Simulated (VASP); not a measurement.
# In (Im-3m) in VASP: single point with LDA

Aim: the single point of In with LDA.

Program: VASP 6.6.1. These are calculated values, not measurements. Logs are shortened: lines on timing, memory, paths and dates and some standing lists are left out, and cuts for length are marked.

### Step 1. The cell of the first run

It takes space group Im-3m (No. 229, cubic). Conventional cell: a = 3.107 Å, b = 3.107 Å, c = 3.107 Å, α = 90.00°, β = 90.00°, γ = 90.00°. In (site symmetry m-3m) has 14 In at 2.69 to 3.11 Å within 3.5 Å.

This isn't the form of In at room conditions, which is tetragonal.

### Step 2. Single point, LDA (14.99 Å³/atom)

INCAR

```
SYSTEM = In
ALGO = Normal
EDIFF = 1E-6
ENCUT = 500
GGA = CA
GGA_COMPAT = .FALSE.
ISIF = 2
ISMEAR = -1
LASPH = .TRUE.
LCHARG = .FALSE.
LREAL = .FALSE.
LWAVE = .FALSE.
NBANDS = 12
NELM = 120
PREC = Accurate
SIGMA = 0.1
```

KPOINTS

```
k-points
0
G
  17 17 17
  0 0 0
```

POSCAR

```
In
1.0
   -1.5533484685      1.5533484685      1.5533484685
    1.5533484685     -1.5533484685      1.5533484685
    1.5533484685      1.5533484685     -1.5533484685
In
1
Direct
    0.0000000000      0.0000000000      0.0000000000
```

Potentials or basis: VASP PAW LDA potentials, release 64 (In_d).

The run is started by

```
> cat potpaw_LDA.64/In_d/POTCAR > POTCAR
> mpirun -np 1 vasp_std > vasp.out
```

OUTCAR:

```text
SYSTEM = In
   EDIFF = 1E-6
   ENCUT = 500
   GGA = CA
   ISIF = 2
   ISMEAR = -1
   LASPH = .TRUE.
   LREAL = .FALSE.
   NELM = 120
   PREC = Accurate

 ion  position               nearest neighbor table
   1  0.000  0.000  0.000-

  LATTYP: Found a body centered cubic cell.
 ALAT       =     3.1066969370

  Lattice vectors:

 A1 = (  -1.5533484685,   1.5533484685,   1.5533484685)
 A2 = (   1.5533484685,  -1.5533484685,   1.5533484685)
 A3 = (   1.5533484685,   1.5533484685,  -1.5533484685)

Analysis of symmetry for initial positions (statically):
=====================================================================
 Subroutine PRICEL returns:
 Original cell was already a primitive cell.

 Routine SETGRP: Setting up the symmetry group for a
 body centered cubic supercell.

 Subroutine GETGRP returns: Found 48 space group operations
 (whereof 48 operations were pure point group operations)
 out of a pool of 48 trial point group operations.

The static configuration has the point symmetry O_h .

Analysis of symmetry for dynamics (positions and initial velocities):
=====================================================================
 Subroutine PRICEL returns:
 Original cell was already a primitive cell.

 Routine SETGRP: Setting up the symmetry group for a
 body centered cubic supercell.

 Subroutine GETGRP returns: Found 48 space group operations
 (whereof 48 operations were pure point group operations)
 out of a pool of 48 trial point group operations.

The dynamic configuration has the point symmetry O_h .

 Subroutine INISYM returns: Found 48 space group operations
 (whereof 48 operations are pure point group operations),
 and found     1 'primitive' translations

----------------------------------------------------------------------------------------

                                     Primitive cell

  volume of cell :      14.9922

  direct lattice vectors                    reciprocal lattice vectors
    -1.553348469  1.553348469  1.553348469     0.000000000  0.321885276  0.321885276
     1.553348469 -1.553348469  1.553348469     0.321885276  0.000000000  0.321885276
     1.553348469  1.553348469 -1.553348469     0.321885276  0.321885276  0.000000000

  length of vectors
     2.690478469  2.690478469  2.690478469     0.455214522  0.455214522  0.455214522

  position of ions in fractional coordinates (direct lattice)
     0.000000000  0.000000000  0.000000000

  ion indices of the primitive-cell ions
   primitive index   ion index
                 1           1

----------------------------------------------------------------------------------------

 KPOINTS: k-points

Automatic generation of k-mesh.
 Grid dimensions read from file:
 generate k-points for:   17   17   17

 Generating k-lattice:

  Cartesian coordinates                     Fractional coordinates (reciprocal lattice)
     0.000000000  0.018934428  0.018934428     0.058823529  0.000000000  0.000000000
     0.018934428  0.000000000  0.018934428     0.000000000  0.058823529  0.000000000
     0.018934428  0.018934428  0.000000000     0.000000000  0.000000000  0.058823529

  Length of vectors
     0.026777325  0.026777325  0.026777325

  Shift w.r.t. Gamma in fractional coordinates (k-lattice)
     0.000000000  0.000000000  0.000000000

 Subroutine IBZKPT returns following result:
 ===========================================

 Found    165 irreducible k-points:

 Following reciprocal coordinates:
            Coordinates               Weight
  0.000000  0.000000  0.000000      1.000000
  0.058824  0.000000  0.000000     12.000000
  0.117647  0.000000  0.000000     12.000000
  0.176471  0.000000  0.000000     12.000000
  0.235294  0.000000  0.000000     12.000000
  0.294118  0.000000  0.000000     12.000000
[... 16 lines left out ...]
  0.411765  0.117647  0.000000     48.000000
  0.176471  0.176471  0.000000     24.000000
 [... further k-points ...]
   k-points           NKPTS =    165   k-points in BZ     NKDIM =    165   number of bands    NBANDS=     12
   number of dos      NEDOS =    301   number of ions     NIONS =      1
   total plane-waves  NPLWV =   8000
   dimension x,y,z NGX =    20 NGY =   20 NGZ =   20
   dimension x,y,z NGXF=    40 NGYF=   40 NGZF=   40
   ions per type =               1
   NGX,Y,Z   is equivalent  to a cutoff of  12.36, 12.36, 12.36 a.u.
   NGXF,Y,Z  is equivalent  to a cutoff of  24.72, 24.72, 24.72 a.u.
 SYSTEM =  In
   PREC   = accura    normal or accurate (medium, high low for compatibility)
   ISTART =      0    job   : 0-new  1-cont  2-samecut
   ICHARG =      2    charge: 1-file 2-atom 10-const
   ISPIN  =      1    spin polarized calculation?
   LNONCOLLINEAR =      F non collinear calculations
   LSORBIT =      F    spin-orbit coupling
   LASPH  =      T    aspherical Exc in radial PAW
   ENCUT  =  500.0 eV  36.75 Ry    6.06 a.u.   4.91  4.91  4.91*2*pi/ulx,y,z
   NELM   =    120;   NELMIN=  2; NELMDL= -5     # of ELM steps
   EDIFF  = 0.1E-05   stopping-criterion for ELM
   LREAL  =      F    real-space projection
   EDIFFG = 0.1E-04   stopping-criterion for IOM
   NSW    =      0    number of steps for IOM
   IBRION =     -1    ionic relax: 0-MD 1-quasi-New 2-CG
   NFREE  =      0    steps in history (QN), initial steepest desc. (CG)
   ISIF   =      2    stress and relaxation
   ISYM   =      2    0-nonsym 1-usesym 2-fastsym
   POTIM  = 0.5000    time-step for ionic-motion
   TEBEG  =    0.0;   TEEND  =   0.0 temperature during run
   PSTRESS=    0.0 pullay stress
   NELECT =      13.0000    total number of electrons
   NUPDOWN=      -1.0000    fix difference up-down
   EMIN   =  10.00;   EMAX   =-10.00  energy-range for DOS
   EFERMI =   0.00;   METHOD = LEGACY
   ISMEAR =    -1;   SIGMA  =   0.10  broadening in eV -4-tet -1-fermi 0-gaus
   EFERMI_NEDOS =   21; number of points for ismear=-14 and -15
   IALGO  =     38    algorithm
   IMIX   =      4    mixing-type and parameters
     AMIX     =   0.40;   BMIX     =  1.00
     AMIX_MAG =   1.60;   BMIX_MAG =  1.00
  volume/ion in A,a.u.               =      14.99       101.17
  Fermi-wavevector in a.u.,A,eV,Ry     =   1.561111  2.950072 33.158308  2.437067
  Thomas-Fermi vector in A             =   2.664224
   LORBIT       =      0    0 simple, 1 ext, 2 COOP (PROOUT), +10 PAW based schemes
   GGA     = CA    functional components
   LHFCALC =     F    Hartree Fock is set to
   AEXX    =    0.0000 exact exchange contribution
   IVDW    =     0    specifies the selected vdW correction
   LEPSILON=     F    determine dielectric tensor
   LRPA    =     F    only Hartree local field effects (RPA)
 non-spin polarized calculation
  energy-cutoff  :      500.00
  volume of cell :       14.99
 maximum number of plane-waves:       390
   NGX =  9   NGY =  9   NGZ =  9

 number of electron      12.9999991 magnetization

 Free energy of the ion-electron system (eV)
  ---------------------------------------------------
  ext. energy  EPLUGINS =         0.00000000
  ---------------------------------------------------
  free energy    TOTEN  =        -1.50728283 eV

  energy without entropy =       -1.49407309  energy(sigma->0) =       -1.50067796

 E-fermi :  16.1211     XC(G=0): -13.4752

 val. band max:       16.1056980265   @ k =  -0.4118  -0.4706   0.2941
 cond. band min:      16.1620975338   @ k =  -0.2941  -0.4706   0.0588
 fundamental gap:      0.0563995073
 Fermi energy:        16.1211112434

 k-point     1 :       0.0000    0.0000    0.0000
  band No.  band energies     occupation
      1      -0.3474      2.00000
      2      -0.3474      2.00000
      3      -0.3474      2.00000
      4       0.6783      2.00000
      5       0.6783      2.00000
      6       1.1665      2.00000
      7      29.8455      0.00000
      8      29.8455      0.00000
      9      29.8455      0.00000
     10      34.6492      0.00000
     11      34.6492      0.00000
     12      34.6492      0.00000

 k-point     2 :       0.0588    0.0000    0.0000
  band No.  band energies     occupation
      1      -0.3651      2.00000
      2      -0.3404      2.00000
      3      -0.2960      2.00000
      4       0.6583      2.00000
      5       0.6789      2.00000
      6       1.2919      2.00000
      7      29.3426      0.00000
      8      29.7685      0.00000
      9      29.8537      0.00000
     10      33.3758      0.00000
     11      33.6494      0.00000
     12      33.7280      0.00000

 k-point     3 :       0.1176    0.0000    0.0000
  band No.  band energies     occupation
      1      -0.4155      2.00000
      2      -0.3369      2.00000
      3      -0.1467      2.00000
      4       0.6046      2.00000
      5       0.6810      2.00000
      6       1.6833      2.00000
      7      27.6747      0.00000
      8      29.3206      0.00000
      9      29.8759      0.00000
     10      32.0467      0.00000
     11      32.1447      0.00000
     12      32.9070      0.00000
[... 286 lines left out ...]
 k-point    23 :       0.4118    0.1176    0.0000
  band No.  band energies     occupation
      1      -0.8528      2.00000
      2      -0.7267      2.00000
      3       0.6069      2.00000
      4       0.6345      2.00000
      5       1.1901      2.00000
      6       9.7998      2.00000
      7      12.8047      2.00000
      8      21.8015      0.00000
      9      24.6217      0.00000
     10      30.8007      0.00000
     11      34.1688      0.00000
     12      35.7082      0.00000

 k-point    24 :       0.1765    0.1765    0.0000
  band No.  band energies     occupation
      1      -0.6371      2.00000
      2      -0.3975      2.00000
      3       0.4060      2.00000
      4       0.4732      2.00000
      5       0.7380      2.00000
      6       4.8773      2.00000
      7      21.4961      0.00000
      8      21.8179      0.00000
      9      26.5273      0.00000
     10      30.8195      0.00000
     11      33.6373      0.00000
     12      35.8907      0.00000

 [... further k-points ...]

------------------------ aborting loop because EDIFF is reached ----------------------------------------

  FORCE on cell =-STRESS in cart. coord.  units (eV):
  Direction    XX          YY          ZZ          XY          YZ          ZX
  --------------------------------------------------------------------------------------
  -------------------------------------------------------------------------------------
  Total        8.5577874      8.5577874      8.5577874      0.0000000     -0.0000000     -0.0000000
  in kB      914.5456826    914.5456826    914.5456826      0.0000000     -0.0000000     -0.0000000
  external PRESSURE =     914.5456826 kB  Pullay stress =       0.0000000 kB

 VOLUME and BASIS-vectors are now :
 -----------------------------------------------------------------------------
  energy-cutoff  :      500.00
  volume of cell :       14.99
      direct lattice vectors                 reciprocal lattice vectors
    -1.553348469  1.553348469  1.553348469     0.000000000  0.321885276  0.321885276
     1.553348469 -1.553348469  1.553348469     0.321885276  0.000000000  0.321885276
     1.553348469  1.553348469 -1.553348469     0.321885276  0.321885276  0.000000000

 POSITION                                       TOTAL-FORCE (eV/Angst)
 -----------------------------------------------------------------------------------
      0.00000      0.00000      0.00000         0.000000      0.000000      0.000000
 -----------------------------------------------------------------------------------
    total drift:                                0.000000     -0.000000      0.000000

  FREE ENERGIE OF THE ION-ELECTRON SYSTEM (eV)
  ---------------------------------------------------
  free  energy   TOTEN  =        -1.5072828274 eV

  energy  without entropy=       -1.4940730905  energy(sigma->0) =       -1.50067796
```

Wall time 32 s (1 thread of Intel Xeon 8259CL, shared host); peak memory 0.14 GiB.

Results:

- Free energy: -1.5073 eV
- Pressure: 91.5 GPa
- Band gap on the k mesh: zero (an odd number of electrons rules out a gap without spin polarisation)

Levels at points of the mesh, in eV from the Fermi level:
```tsv
k point	band 2	band 3	band 4	band 5	band 6	band 7	band 8	band 9	band 10	band 11
(0.00, 0.00, 0.00)	-16.47	-16.47	-15.44	-15.44	-14.95	13.72	13.72	13.72	18.53	18.53
```

Caveat: the cell stands under pressure; spin-orbit coupling is left out, which moves the levels of the heavy elements.

The gap in the log of VASP goes by the Fermi energy; the results here count the filled bands.